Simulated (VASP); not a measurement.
A run of VASP 6.6.1:

Contents of INCAR:

```
SYSTEM = SiNi
ALGO = Normal ; EDIFF = 1E-6
ENCUT = 520 ; GGA = PE
ISIF = 2 ; ISMEAR = -1
ISPIN = 2 ; LASPH = .TRUE.
LCHARG = .FALSE. ; LMAXMIX = 4
LORBIT = 11 ; LREAL = .FALSE.
LWAVE = .FALSE. ; MAGMOM = 1 1 0 0
NBANDS = 26 ; NELM = 150
NUPDOWN = 2.0 ; PREC = Accurate
SIGMA = 0.05
```

File KPOINTS:

```
k-points
0
G
  8 7 5
  0 0 0
```

POSCAR

```
SiNi
1.0
    2.9427706600      0.0000000000      0.0000000000
    0.0000000000      3.2803255400      0.0000000000
    0.0000000000      0.0000000000      4.6774467600
Ni Si
2 2
Direct
    0.5000000000      0.5000000000      0.3424955900
    0.0000000000      0.0000000000      0.6575044100
    0.5000000000      0.5000000000      0.8431431600
    0.0000000000      0.0000000000      0.1568568400
```

Potentials or basis: VASP PAW PBE potentials, release 64 (Ni, Si).

Launch:

```bash
$ cat potpaw_PBE.64/Ni/POTCAR potpaw_PBE.64/Si/POTCAR > POTCAR
$ mpirun -np 1 vasp_std > vasp.out
```

Hardware: 1 thread of Intel(R) Xeon(R) 6975P-C (Granite Rapids), with other jobs on the host.

Task: How long does it take, and how much memory?

Result: It took 43 s on 1 thread of Intel(R) Xeon(R) 6975P-C (Granite Rapids), on a shared host, peak memory 0.23 GiB. Counts: scf iterations 16, k points 60.
